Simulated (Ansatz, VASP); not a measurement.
## Two plane-wave programs on LiNbO3

```
Li Nb O
1.0
     2.45754    1.41886    5.19279
    -2.45754    1.41886    5.19279
     0.00000   -2.83773    5.19279
Li Nb O
2 2 6
Cartesian
  0.0000 0.0000 3.8946
  0.0000 0.0000 11.6838
  0.0000 0.0000 0.0000
  0.0000 0.0000 7.7892
  -0.5882 -1.4189 6.4910
  1.5229 0.2001 6.4910
  -0.9347 1.2188 6.4910
  0.5882 1.4189 9.0874
  -1.5229 -0.2001 9.0874
  0.9347 -1.2188 9.0874
```

Alike in both runs: task single point; functional PBE; k mesh 6 × 6 × 6; occupations gaussian, width 0.05 eV; no spin polarisation.

|  | VASP | Ansatz |
| --- | --- | --- |
| version | VASP 6.6.1 | Ansatz 0.2.0 |
| potentials or method | VASP PAW PBE potentials, release 64 (Li_sv, Nb_sv, O), cutoff 520 eV | scalar-relativistic, plane waves, PAW |
| valence electrons in the cell | 68 | 68 |

Ansatz gave:

```
gap on the k mesh at the Fermi level (eV) : 1.88
least direct gap on the mesh (eV)         : 1.97
rms of the force components (eV/Å)        : 0.062
```

**Question.** What did VASP give for the same quantities?

**Answer.** gap on the k mesh at the Fermi level (eV): 1.87; least direct gap on the mesh (eV): 1.96; rms of the force components (eV/Å): 0.048.

Atom by atom the forces differ by 0.013 eV/Å (rms over components). With one functional, cell and mesh, what is left measures potentials, basis and numerics.

Noted on VASP's run: the cutoff is under 1.25 times that of the potentials, so the pressure is a little rough.
